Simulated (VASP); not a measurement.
Runs of VASP 6.6.1 on CdS. Symmetry: F-43m, No. 216, cubic system. The conventional cell has a = 5.878 Å, b = 5.878 Å, c = 5.878 Å, α = 90.00°, β = 90.00°, γ = 90.00°. Cd (site symmetry -43m) has 4 S at 2.55 Å within 3.4 Å. Within 3.4 Å of S (site symmetry -43m) lie 4 Cd at 2.55 Å. 

```csv
level,potentials or basis,k mesh,smearing,gap on the mesh (eV),pressure (GPa)
PBE,"VASP PAW PBE potentials, release 64 (Cd, S)",2 × 2 × 2,gaussian 0.01 eV,0.94,4.9
PBE,"VASP PAW PBE potentials, release 64 (Cd, S)",6 × 6 × 6,gaussian 0.5 eV,1.10,1.7
PBE,"VASP PAW PBE potentials, release 64 (Cd, S)",6 × 6 × 6,gaussian 0.01 eV,1.10,1.7
LDA,"VASP PAW LDA potentials, release 64 (Cd, S)",6 × 6 × 6,gaussian 0.01 eV,(a),(b)
PBE,"VASP PAW PBE potentials, release 64 (Cd, S)",5 × 5 × 5,gaussian 0.01 eV,1.09,1.7
PBE,"VASP PAW PBE potentials, release 64 (Cd, S)",4 × 4 × 4,gaussian 0.01 eV,1.09,1.9
PBE,"VASP PAW PBE potentials, release 64 (Cd, S)",6 × 6 × 6,methfessel-paxton 0.16 eV,1.10,1.7
PBE+D4,"VASP PAW PBE potentials, release 64 (Cd, S)",6 × 6 × 6,gaussian 0.01 eV,1.10,-0.4
```

Alike in all rows: no spin polarisation; cell as given; cutoff (eV) 500.

Estimate the missing entries.

(a) 0.84; (b) -3.3.

Caveats: some runs use coarse meshes; the cell stands under tension (at least some runs).

A k mesh can miss the band edges, and the runs leave out spin-orbit coupling on Cd.
